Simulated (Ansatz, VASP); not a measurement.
# CdTe: VASP beside Ansatz

INCAR

```
  PREC = Accurate
  ENCUT = 520
  EDIFF = 1E-7
  ISMEAR = 1
  SIGMA = 0.0883
  LREAL = F
  LASPH = T
  NELM = 60
  ALGO = Normal
  ISIF = 2
  LWAVE = F
  LCHARG = F
  GGA = PE
  NBANDS = 16
```

KPOINTS

```
regular mesh
0
Gamma
  4 4 4
```

File POSCAR:

```
CdTe
1.0
    0.0000000000      3.2799012430      3.2799012430
    3.2799012430      0.0000000000      3.2799012430
    3.2799012430      3.2799012430      0.0000000000
Cd Te
1 1
Direct
    0.0000000000      0.0000000000      0.0000000000
    0.2500000000      0.2500000000      0.2500000000
```

Input for Ansatz:

```yaml
crystal:
  lattice:
    - [0.0, 3.279901243, 3.279901243]
    - [3.279901243, 0.0, 3.279901243]
    - [3.279901243, 3.279901243, 0.0]
  atoms:
    - { symbol: Cd, position: [0.0, 0.0, 0.0] }
    - { symbol: Te, position: [0.25, 0.25, 0.25] }
kpoints:
  mp_grid: { grid: [4, 4, 4] }
hamiltonian:
  xc: pbe
scf:
  occupations: { method: cold, width: 0.5 }
  n_extra_bands: 4
output:
  forces: true
  stress: true
  eigenvalues: true
```

Alike in both runs: task single point; functional PBE; k mesh 4 × 4 × 4; no spin polarisation.

```csv
,VASP,Ansatz
version,VASP 6.6.1,Ansatz 0.2.0
potentials or method,"VASP PAW PBE potentials, release 64 (Cd, Te)",plane waves
plane-wave cutoff (eV),520,420
occupations,"methfessel-paxton of order 1, width 0.0883 eV","cold, width 0.5 eV"
valence electrons in the cell,18,36
```

|  | VASP | Ansatz | Ansatz less VASP |
| --- | --- | --- | --- |
| gap on the k mesh at the Fermi level (eV) | 0.65 | 0.65 | +0.002 |
| pressure (GPa) | 1.3 | 1.2 | -0.12 |

VASP's potentials hold 18 valence electrons a cell and Ansatz's 36, so a difference there can come from the potentials and not from the codes.

Spin-orbit coupling is off throughout.
